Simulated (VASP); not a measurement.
# LiCl (Fm-3m) in VASP: further runs, part 2 of 2

VASP 6.6.1. The steps go on from the part before.

## 3. Single point, PBE (volume changed by +6%)

INCAR

```
PREC = Accurate ; ENCUT = 520
EDIFF = 1E-6 ; ISMEAR = 0
SIGMA = 0.01 ; LREAL = False
LASPH = True ; NELM = 60
ALGO = Normal ; ISIF = 2
LWAVE = False ; LCHARG = False
GGA = PE ; NBANDS = 12
```

KPOINTS

```
Automatic mesh
0
Gamma
  8 8 8
```

POSCAR

```
LiCl
1.0
    0.0000000000      2.6256415279      2.6256415279
    2.6256415279      0.0000000000      2.6256415279
    2.6256415279      2.6256415279      0.0000000000
Li Cl
1 1
Direct
    0.0000000000      0.0000000000      0.0000000000
    0.5000000000      0.5000000000      0.5000000000
```

Potentials or basis: VASP PAW PBE potentials, release 64 (Li_sv, Cl).

The run is started by

```bash
$ cat potpaw_PBE.64/Li_sv/POTCAR potpaw_PBE.64/Cl/POTCAR > POTCAR
$ mpirun -np 1 vasp_std > vasp.out
```

OUTCAR:

```text
PREC = Accurate
   ENCUT = 520
   EDIFF = 1E-6
   ISMEAR = 0
   LREAL = False
   LASPH = True
   NELM = 60
   ISIF = 2
   GGA = PE

 ion  position               nearest neighbor table
   1  0.000  0.000  0.000-   2 2.63   2 2.63   2 2.63   2 2.63   2 2.63   2 2.63
   2  0.500  0.500  0.500-   1 2.63   1 2.63   1 2.63   1 2.63   1 2.63   1 2.63

  LATTYP: Found a face centered cubic cell.
 ALAT       =     5.2512830558

  Lattice vectors:

 A1 = (   0.0000000000,   2.6256415279,   2.6256415279)
 A2 = (   2.6256415279,   0.0000000000,   2.6256415279)
 A3 = (   2.6256415279,   2.6256415279,   0.0000000000)

Analysis of symmetry for initial positions (statically):
=====================================================================
 Subroutine PRICEL returns:
 Original cell was already a primitive cell.

 Routine SETGRP: Setting up the symmetry group for a
 face centered cubic supercell.

 Subroutine GETGRP returns: Found 48 space group operations
 (whereof 48 operations were pure point group operations)
 out of a pool of 48 trial point group operations.

The static configuration has the point symmetry O_h .

Analysis of symmetry for dynamics (positions and initial velocities):
=====================================================================
 Subroutine PRICEL returns:
 Original cell was already a primitive cell.

 Routine SETGRP: Setting up the symmetry group for a
 face centered cubic supercell.

 Subroutine GETGRP returns: Found 48 space group operations
 (whereof 48 operations were pure point group operations)
 out of a pool of 48 trial point group operations.

The dynamic configuration has the point symmetry O_h .

 Subroutine INISYM returns: Found 48 space group operations
 (whereof 48 operations are pure point group operations),
 and found     1 'primitive' translations

----------------------------------------------------------------------------------------

                                     Primitive cell

  volume of cell :      36.2023

  direct lattice vectors                    reciprocal lattice vectors
     0.000000000  2.625641528  2.625641528    -0.190429651  0.190429651  0.190429651
     2.625641528  0.000000000  2.625641528     0.190429651 -0.190429651  0.190429651
     2.625641528  2.625641528  0.000000000     0.190429651  0.190429651 -0.190429651

  length of vectors
     3.713217859  3.713217859  3.713217859     0.329833831  0.329833831  0.329833831

  position of ions in fractional coordinates (direct lattice)
     0.000000000  0.000000000  0.000000000
     0.500000000  0.500000000  0.500000000

  ion indices of the primitive-cell ions
   primitive index   ion index
                 1           1
                 2           2

----------------------------------------------------------------------------------------

 KPOINTS: Automatic mesh

Automatic generation of k-mesh.
 Grid dimensions read from file:
 generate k-points for:    8    8    8

 Generating k-lattice:

  Cartesian coordinates                     Fractional coordinates (reciprocal lattice)
    -0.023803706  0.023803706  0.023803706     0.125000000  0.000000000  0.000000000
     0.023803706 -0.023803706  0.023803706     0.000000000  0.125000000  0.000000000
     0.023803706  0.023803706 -0.023803706     0.000000000  0.000000000  0.125000000

  Length of vectors
     0.041229229  0.041229229  0.041229229

  Shift w.r.t. Gamma in fractional coordinates (k-lattice)
     0.000000000  0.000000000  0.000000000

 Subroutine IBZKPT returns following result:
 ===========================================

 Found     29 irreducible k-points:

 Following reciprocal coordinates:
            Coordinates               Weight
  0.000000  0.000000  0.000000      1.000000
  0.125000  0.000000  0.000000      8.000000
  0.250000  0.000000  0.000000      8.000000
  0.375000  0.000000  0.000000      8.000000
  0.500000  0.000000  0.000000      4.000000
  0.125000  0.125000  0.000000      6.000000
[... 16 lines left out ...]
  0.500000  0.250000  0.125000     48.000000
 -0.375000  0.250000  0.125000     24.000000
 [... further k-points ...]
   k-points           NKPTS =     29   k-points in BZ     NKDIM =     29   number of bands    NBANDS=     12
   number of dos      NEDOS =    301   number of ions     NIONS =      2
   total plane-waves  NPLWV =  21952
   dimension x,y,z NGX =    28 NGY =   28 NGZ =   28
   dimension x,y,z NGXF=    56 NGYF=   56 NGZF=   56
   ions per type =               1   1
   NGX,Y,Z   is equivalent  to a cutoff of  12.54, 12.54, 12.54 a.u.
   NGXF,Y,Z  is equivalent  to a cutoff of  25.07, 25.07, 25.07 a.u.
 SYSTEM =  unknown system
   PREC   = accura    normal or accurate (medium, high low for compatibility)
   ISTART =      0    job   : 0-new  1-cont  2-samecut
   ICHARG =      2    charge: 1-file 2-atom 10-const
   ISPIN  =      1    spin polarized calculation?
   LNONCOLLINEAR =      F non collinear calculations
   LSORBIT =      F    spin-orbit coupling
   LASPH  =      T    aspherical Exc in radial PAW
   ENCUT  =  520.0 eV  38.22 Ry    6.18 a.u.   6.90  6.90  6.90*2*pi/ulx,y,z
   NELM   =     60;   NELMIN=  2; NELMDL= -5     # of ELM steps
   EDIFF  = 0.1E-05   stopping-criterion for ELM
   LREAL  =      F    real-space projection
   EDIFFG = 0.1E-04   stopping-criterion for IOM
   NSW    =      0    number of steps for IOM
   IBRION =     -1    ionic relax: 0-MD 1-quasi-New 2-CG
   NFREE  =      0    steps in history (QN), initial steepest desc. (CG)
   ISIF   =      2    stress and relaxation
   ISYM   =      2    0-nonsym 1-usesym 2-fastsym
   POTIM  = 0.5000    time-step for ionic-motion
   TEBEG  =    0.0;   TEEND  =   0.0 temperature during run
   PSTRESS=    0.0 pullay stress
   NELECT =      10.0000    total number of electrons
   NUPDOWN=      -1.0000    fix difference up-down
   EMIN   =  10.00;   EMAX   =-10.00  energy-range for DOS
   EFERMI =   0.00;   METHOD = LEGACY
   ISMEAR =     0;   SIGMA  =   0.01  broadening in eV -4-tet -1-fermi 0-gaus
   EFERMI_NEDOS =   21; number of points for ismear=-14 and -15
   IALGO  =     38    algorithm
   IMIX   =      4    mixing-type and parameters
     AMIX     =   0.40;   BMIX     =  1.00
     AMIX_MAG =   1.60;   BMIX_MAG =  1.00
  volume/ion in A,a.u.               =      18.10       122.15
  Fermi-wavevector in a.u.,A,eV,Ry     =   1.066177  2.014783 15.466203  1.136734
  Thomas-Fermi vector in A             =   2.201753
   LORBIT       =      0    0 simple, 1 ext, 2 COOP (PROOUT), +10 PAW based schemes
   GGA     = PE    functional components
   LHFCALC =     F    Hartree Fock is set to
   AEXX    =    0.0000 exact exchange contribution
   IVDW    =     0    specifies the selected vdW correction
   LEPSILON=     F    determine dielectric tensor
   LRPA    =     F    only Hartree local field effects (RPA)
 non-spin polarized calculation
 Gauss-broadening in eV      SIGMA  =   0.01
  energy-cutoff  :      520.00
  volume of cell :       36.20
 maximum number of plane-waves:       992
   NGX = 13   NGY = 13   NGZ = 13

 number of electron      10.0000005 magnetization

 Free energy of the ion-electron system (eV)
  ---------------------------------------------------
  ext. energy  EPLUGINS =         0.00000000
  ---------------------------------------------------
  free energy    TOTEN  =        -7.37505688 eV

  energy without entropy =       -7.37505688  energy(sigma->0) =       -7.37505688

 E-fermi :   0.1789     XC(G=0):  -8.4306

 val. band max:        0.0752750135   @ k =   0.0000   0.0000   0.0000
 cond. band min:       6.0323833081   @ k =   0.0000   0.0000   0.0000
 fundamental gap:      5.9571082947
 Fermi energy:         0.1788806972

 k-point     1 :       0.0000    0.0000    0.0000
  band No.  band energies     occupation
      1     -43.5837      2.00000
      2     -13.0891      2.00000
      3       0.0753      2.00000
      4       0.0753      2.00000
      5       0.0753      2.00000
      6       6.0324      0.00000
      7      11.9459      0.00000
      8      11.9459      0.00000
      9      11.9459      0.00000
     10      14.1767      0.00000
     11      14.1768      0.00000
     12      14.1768      0.00000
[... 331 lines left out ...]
 k-point    24 :      -0.3750    0.2500    0.1250
  band No.  band energies     occupation
      1     -43.5817      2.00000
      2     -12.5136      2.00000
      3      -2.2086      2.00000
      4      -1.0777      2.00000
      5      -0.4357      2.00000
      6       8.1328      0.00000
      7       9.2768      0.00000
      8      10.4546      0.00000
      9      11.3696      0.00000
     10      15.2700      0.00000
     11      15.7440      0.00000
     12      17.8243      0.00000

 [... further k-points ...]
[... 5 lines left out ...]
  --------------------------------------------------------------------------------------
  -------------------------------------------------------------------------------------
  Total       -0.3913490     -0.3913490     -0.3913490      0.0000000      0.0000000     -0.0000000
  in kB      -17.3196245    -17.3196245    -17.3196245      0.0000000      0.0000000     -0.0000000
  external PRESSURE =     -17.3196245 kB  Pullay stress =       0.0000000 kB

 VOLUME and BASIS-vectors are now :
 -----------------------------------------------------------------------------
  energy-cutoff  :      520.00
  volume of cell :       36.20
      direct lattice vectors                 reciprocal lattice vectors
     0.000000000  2.625641528  2.625641528    -0.190429651  0.190429651  0.190429651
     2.625641528  0.000000000  2.625641528     0.190429651 -0.190429651  0.190429651
     2.625641528  2.625641528  0.000000000     0.190429651  0.190429651 -0.190429651

 POSITION                                       TOTAL-FORCE (eV/Angst)
 -----------------------------------------------------------------------------------
      0.00000      0.00000      0.00000        -0.000000      0.000000     -0.000000
      2.62564      2.62564      2.62564         0.000000      0.000000      0.000000
 -----------------------------------------------------------------------------------
    total drift:                                0.000000      0.000000      0.000000

  FREE ENERGIE OF THE ION-ELECTRON SYSTEM (eV)
  ---------------------------------------------------
  free  energy   TOTEN  =        -7.3750568795 eV

  energy  without entropy=       -7.3750568795  energy(sigma->0) =       -7.37505688
```

OSZICAR:

```text
N       E                     dE             d eps       ncg     rms          rms(c)
DAV:   1     0.435873345494E+02    0.43587E+02   -0.40103E+03   696   0.768E+02
DAV:   2    -0.462278712846E+01   -0.48210E+02   -0.45991E+02   916   0.142E+02
DAV:   3    -0.737713246177E+01   -0.27543E+01   -0.27466E+01   908   0.357E+01
DAV:   4    -0.744666463913E+01   -0.69532E-01   -0.69506E-01   992   0.581E+00
DAV:   5    -0.744756221332E+01   -0.89757E-03   -0.89755E-03   900   0.605E-01    0.232E+00
DAV:   6    -0.736769287540E+01    0.79869E-01   -0.17886E-01   908   0.193E+00    0.165E+00
DAV:   7    -0.737014745231E+01   -0.24546E-02   -0.53016E-02  1068   0.118E+00    0.920E-01
DAV:   8    -0.737502230833E+01   -0.48749E-02   -0.72247E-03   812   0.587E-01    0.159E-01
DAV:   9    -0.737498420475E+01    0.38104E-04   -0.25701E-04   884   0.112E-01    0.618E-02
DAV:  10    -0.737504649859E+01   -0.62294E-04   -0.16482E-04   824   0.852E-02    0.585E-02
DAV:  11    -0.737505591187E+01   -0.94133E-05   -0.19291E-05   900   0.282E-02    0.217E-03
DAV:  12    -0.737505726446E+01   -0.13526E-05   -0.77872E-07   824   0.637E-03    0.486E-03
DAV:  13    -0.737505687951E+01    0.38495E-06   -0.21740E-07   444   0.318E-03
   1 F= -.73750569E+01 E0= -.73750569E+01  d E =-.796932E-51
```

Wall time 15 s (1 thread of Intel Xeon Platinum 8488C (Sapphire Rapids), shared host); peak memory 0.15 GiB.

Results:

- Free energy: -7.3751 eV
- Band gap on the k mesh: 5.96 eV, direct

Levels at points of the mesh, in eV from the valence-band top:
| k point | band 1 | band 2 | band 3 | band 4 | band 5 | band 6 | band 7 | band 8 | band 9 | band 10 |
| --- | --- | --- | --- | --- | --- | --- | --- | --- | --- | --- |
| (0.00, 0.00, 0.00) | -43.66 | -13.16 | 0.00 | 0.00 | 0.00 | 5.96 | 11.87 | 11.87 | 11.87 | 14.10 |
| (0.50, 0.00, 0.00) | -43.66 | -12.68 | -2.54 | -0.23 | -0.23 | 6.68 | 9.45 | 9.45 | 12.27 | 16.43 |
| (0.50, 0.50, 0.00) | -43.66 | -12.48 | -2.59 | -0.98 | -0.98 | 7.72 | 8.38 | 11.86 | 13.58 | 13.58 |

Caveat: the cutoff is under 1.25 times the usual one of these potentials, so pressure, stress and relaxed cells hold a basis-set (Pulay) error. A k mesh can miss the band edges.
